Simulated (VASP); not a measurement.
Here is a VASP 6.6.1 calculation.

The input INCAR:

```
SYSTEM = Ag2ClF
  ALGO = Normal
  EDIFF = 1E-8
  ENCUT = 520
  GGA = PE
  ISIF = 2
  ISMEAR = -1
  IVDW = 12
  LASPH = .True.
  LCHARG = .False.
  LEFG = .True.
  LREAL = .False.
  LWAVE = .False.
  NBANDS = 26
  NELM = 100
  PREC = Accurate
  SIGMA = 0.15
```

Contents of KPOINTS:

```
k-points
0
Gamma
  12 12 12
  0 0 0
```

Contents of POSCAR:

```
Ag2ClF
1.0
    1.9544295204      1.1283904097      5.2513144565
   -1.9544295204      1.1283904097      5.2513144565
    0.0000000000     -2.2567808194      5.2513144565
Ag Cl F
2 1 1
Direct
    0.2642120564      0.2642120564      0.2642120564
    0.7357879436      0.7357879436      0.7357879436
    0.5000000000      0.5000000000      0.5000000000
    0.0000000000      0.0000000000      0.0000000000
```

Potentials or basis: VASP PAW PBE potentials, release 64 (Ag, Cl, F).

The run is started by

```bash
$ cat potpaw_PBE.64/Ag/POTCAR potpaw_PBE.64/Cl/POTCAR potpaw_PBE.64/F/POTCAR > POTCAR
$ mpirun -np 1 vasp_std > vasp.out
```

Problem. Estimate the dispersion energy per atom.

Solution. -0.300 eV.

Problem. What does it give for the pressure?

Solution. -0.2 GPa.

Problem. Predict the band gap on the k mesh.

Solution. Zero (filled and empty bands touch).

Electric field gradients, principal values (V/Å²):
```csv
atom,least,middle,greatest (by size)
1 Ag,-13.899,-13.899,27.798
2 Ag,-13.899,-13.899,27.798
3 Cl,-9.532,-9.532,19.064
4 F,28.884,28.884,-57.768
```

Caveat: semilocal functionals underestimate gaps, and a narrow one can read as zero; without QUAD_EFG the Cq values of the log hold for a quadrupole moment of 1 mb, not for the nuclei.
